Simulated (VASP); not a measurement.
# LiF in VASP: a series of runs, part 2 of 2

VASP 6.6.1.

**3. Electric field gradients, PBE (equal xx and yy strain of +3 %)**

The input, INCAR:

```
SYSTEM = LiF
  PREC = Accurate
  ENCUT = 520
  EDIFF = 1E-8
  ISMEAR = -1
  SIGMA = 0.03
  LREAL = .False.
  LASPH = .True.
  NELM = 80
  ALGO = Normal
  ISIF = 2
  LWAVE = .False.
  LCHARG = .False.
  GGA = PE
  LEFG = .True.
  NBANDS = 12
```

The input, KPOINTS:

```
regular mesh
0
Gamma
  10 10 10
  0 0 0
```

The input, POSCAR:

```
LiF
1.0
    0.0000000000      2.0744200000      2.0140000000
    2.0744200000      0.0000000000      2.0140000000
    2.0744200000      2.0744200000      0.0000000000
Li F
1 1
Direct
    0.0000000000      0.0000000000      0.0000000000
    0.5000000000      0.5000000000      0.5000000000
```

Potentials or basis: VASP PAW PBE potentials, release 64 (Li_sv, F).

The run is started by

```sh
cat potpaw_PBE.64/Li_sv/POTCAR potpaw_PBE.64/F/POTCAR > POTCAR
mpirun -np 1 vasp_std > vasp.out
```

OUTCAR:

```text
SYSTEM = LiF
   PREC = Accurate
   ENCUT = 520
   EDIFF = 1E-8
   ISMEAR = -1
   LREAL = .False.
   LASPH = .True.
   NELM = 80
   ISIF = 2
   GGA = PE

 ion  position               nearest neighbor table
   1  0.000  0.000  0.000-   2 2.01   2 2.01   2 2.07   2 2.07   2 2.07   2 2.07
   2  0.500  0.500  0.500-   1 2.01   1 2.01   1 2.07   1 2.07   1 2.07   1 2.07

  LATTYP: Found a body centered tetragonal cell.
 ALAT       =     2.9336728981
 C/A-ratio  =     1.3730228761

  Lattice vectors:

[... 574 lines left out ...]
  ---------------------------------------------------
  free  energy   TOTEN  =        -9.6362857507 eV

  energy  without entropy=       -9.6362857507  energy(sigma->0) =       -9.63628575

 Electric field gradients (V/A^2)
---------------------------------------------------------------------
 ion       V_xx      V_yy      V_zz      V_xy      V_xz      V_yz
---------------------------------------------------------------------
   1       0.079     0.079    -0.158    -0.002    -0.003    -0.003
   2       0.351     0.351    -0.703    -0.001    -0.003    -0.003
---------------------------------------------------------------------

 Electric field gradients after diagonalization (V/A^2)
 (convention: |V_zz| > |V_xx| > |V_yy|)
----------------------------------------------------------------------
 ion       V_xx      V_yy      V_zz     asymmetry (V_yy - V_xx)/ V_zz
----------------------------------------------------------------------
   1       0.081     0.078    -0.158       0.020
   2       0.353     0.350    -0.703       0.003
----------------------------------------------------------------------

           NMR quadrupolar parameters

 Cq : quadrupolar parameter    Cq=e*Q*V_zz/h
 eta: asymmetry parameters     (V_yy - V_xx)/ V_zz
 Q  : nuclear electric quadrupole moment in mb (millibarn)
----------------------------------------------------------------------
 ion       Cq(MHz)       eta       Q (mb)
----------------------------------------------------------------------
   1      -0.000       0.020       1.000
   2      -0.002       0.003       1.000
----------------------------------------------------------------------
```

OSZICAR:

```text
N       E                     dE             d eps       ncg     rms          rms(c)
DAV:   1     0.324391748850E+02    0.32439E+02   -0.53108E+03  2524   0.842E+02
DAV:   2    -0.899930381943E+01   -0.41438E+02   -0.40616E+02  2964   0.187E+02
DAV:   3    -0.101387648817E+02   -0.11395E+01   -0.11368E+01  3204   0.276E+01
DAV:   4    -0.101516100076E+02   -0.12845E-01   -0.12844E-01  2808   0.316E+00
DAV:   5    -0.101517852204E+02   -0.17521E-03   -0.17521E-03  3204   0.276E-01    0.456E+00
DAV:   6    -0.962473877322E+01    0.52705E+00   -0.26182E+00  2744   0.985E+00    0.144E+00
DAV:   7    -0.962899953270E+01   -0.42608E-02   -0.17451E-02  3180   0.116E+00    0.875E-01
DAV:   8    -0.963616232548E+01   -0.71628E-02   -0.16273E-02  3024   0.132E+00    0.116E-01
DAV:   9    -0.963618861454E+01   -0.26289E-04   -0.96738E-04  2860   0.277E-01    0.449E-02
DAV:  10    -0.963628110353E+01   -0.92489E-04   -0.15534E-04  2756   0.947E-02    0.152E-02
DAV:  11    -0.963628514762E+01   -0.40441E-05   -0.62396E-06  3136   0.237E-02    0.159E-03
DAV:  12    -0.963628567909E+01   -0.53147E-06   -0.58385E-07  2804   0.664E-03    0.945E-04
DAV:  13    -0.963628575615E+01   -0.77060E-07   -0.55160E-08  2916   0.205E-03    0.273E-04
DAV:  14    -0.963628575071E+01    0.54328E-08   -0.32941E-09  2096   0.511E-04
   1 F= -.96362858E+01 E0= -.96362858E+01  d E =-.546832E-11
```

stdout:

```text
POSCAR found type information on POSCAR LiF
 POSCAR found :  2 types and       2 ions
 scaLAPACK will be used
 LDA part: xc-table for (Slater+PW92), standard interpolation
 POSCAR, INCAR and KPOINTS ok, starting setup
 FFT: planning ... GRIDC
 FFT: planning ... GRID_SOFT
 FFT: planning ... GRID
 WAVECAR not read
 entering main loop
ion   1

ion   2
```

It took 7.2 s on 1 thread of Intel Xeon 6975P-C (Granite Rapids), shared host; peak memory 0.14 GiB.

What came out:

```
Free energy            : -9.6363 eV
Band gap on the k mesh : 8.56 eV, direct
```

Electric field gradients, principal values (V/Å²):
```tsv
atom	least	middle	greatest (by size)
1 Li	0.078	0.081	-0.158
2 F	0.350	0.353	-0.703
```

Caveat: the cell differs from its parent crystal (equal xx and yy strain of +3 %); without QUAD_EFG the Cq values of the log hold for a quadrupole moment of 1 mb, not for the nuclei.

**4. Electric field gradients, PBE (equal xx and yy strain of +3 %)**

The input, INCAR:

```
ALGO = Normal ; EDIFF = 1E-8
ENCUT = 520 ; GGA = PE
ISIF = 2 ; ISMEAR = -1
LASPH = True ; LCHARG = False
LEFG = True ; LREAL = False
LWAVE = False ; NBANDS = 12
NELM = 100 ; PREC = Accurate
SIGMA = 0.03
```

The input, KPOINTS:

```
k-points
0
Gamma
  10 10 10
```

POSCAR is that of step 3.

Potentials or basis: VASP PAW PBE potentials, release 64 (Li_sv, F).

The run is started by

```sh
cat potpaw_PBE.64/Li_sv/POTCAR potpaw_PBE.64/F/POTCAR > POTCAR
mpirun -np 1 vasp_std > vasp.out
```

OUTCAR:

```text
EDIFF = 1E-8
   ENCUT = 520
   GGA = PE
   ISIF = 2
   ISMEAR = -1
   LASPH = True
   LREAL = False
   NELM = 100
   PREC = Accurate

 ion  position               nearest neighbor table
   1  0.000  0.000  0.000-   2 2.01   2 2.01   2 2.07   2 2.07   2 2.07   2 2.07
   2  0.500  0.500  0.500-   1 2.01   1 2.01   1 2.07   1 2.07   1 2.07   1 2.07

  LATTYP: Found a body centered tetragonal cell.
 ALAT       =     2.9336728981
 C/A-ratio  =     1.3730228761

  Lattice vectors:

 A1 = (   0.0000000000,  -2.0744200000,  -2.0140000000)
 A2 = (   0.0000000000,   2.0744200000,  -2.0140000000)
 A3 = (   2.0744200000,   0.0000000000,   2.0140000000)
[... 572 lines left out ...]
  free  energy   TOTEN  =        -9.6362857507 eV

  energy  without entropy=       -9.6362857507  energy(sigma->0) =       -9.63628575

 Electric field gradients (V/A^2)
---------------------------------------------------------------------
 ion       V_xx      V_yy      V_zz      V_xy      V_xz      V_yz
---------------------------------------------------------------------
   1       0.079     0.079    -0.158    -0.002    -0.003    -0.003
   2       0.351     0.351    -0.703    -0.001    -0.003    -0.003
---------------------------------------------------------------------

 Electric field gradients after diagonalization (V/A^2)
 (convention: |V_zz| > |V_xx| > |V_yy|)
----------------------------------------------------------------------
 ion       V_xx      V_yy      V_zz     asymmetry (V_yy - V_xx)/ V_zz
----------------------------------------------------------------------
   1       0.081     0.078    -0.158       0.020
   2       0.353     0.350    -0.703       0.003
----------------------------------------------------------------------

           NMR quadrupolar parameters

 Cq : quadrupolar parameter    Cq=e*Q*V_zz/h
 eta: asymmetry parameters     (V_yy - V_xx)/ V_zz
 Q  : nuclear electric quadrupole moment in mb (millibarn)
----------------------------------------------------------------------
 ion       Cq(MHz)       eta       Q (mb)
----------------------------------------------------------------------
   1      -0.000       0.020       1.000
   2      -0.002       0.003       1.000
----------------------------------------------------------------------
```

stdout:

```text
POSCAR found type information on POSCAR LiF
 POSCAR found :  2 types and       2 ions
 scaLAPACK will be used
 LDA part: xc-table for (Slater+PW92), standard interpolation
 POSCAR, INCAR and KPOINTS ok, starting setup
 FFT: planning ... GRIDC
 FFT: planning ... GRID_SOFT
 FFT: planning ... GRID
 WAVECAR not read
 entering main loop
ion   1

ion   2
```

Run time: 7.1 s. Hardware: 1 thread of Intel Xeon 6975P-C (Granite Rapids), shared host; peak memory 0.13 GiB.

What came out:

- Free energy: -9.6363 eV
- Band gap on the k mesh: 8.56 eV, direct

Electric field gradients, principal values (V/Å²):
```tsv
atom	least	middle	greatest (by size)
1 Li	0.078	0.081	-0.158
2 F	0.350	0.353	-0.703
```

Caveat: the cell differs from its parent crystal (equal xx and yy strain of +3 %); without QUAD_EFG the Cq values of the log hold for a quadrupole moment of 1 mb, not for the nuclei. A k mesh can miss the band edges.
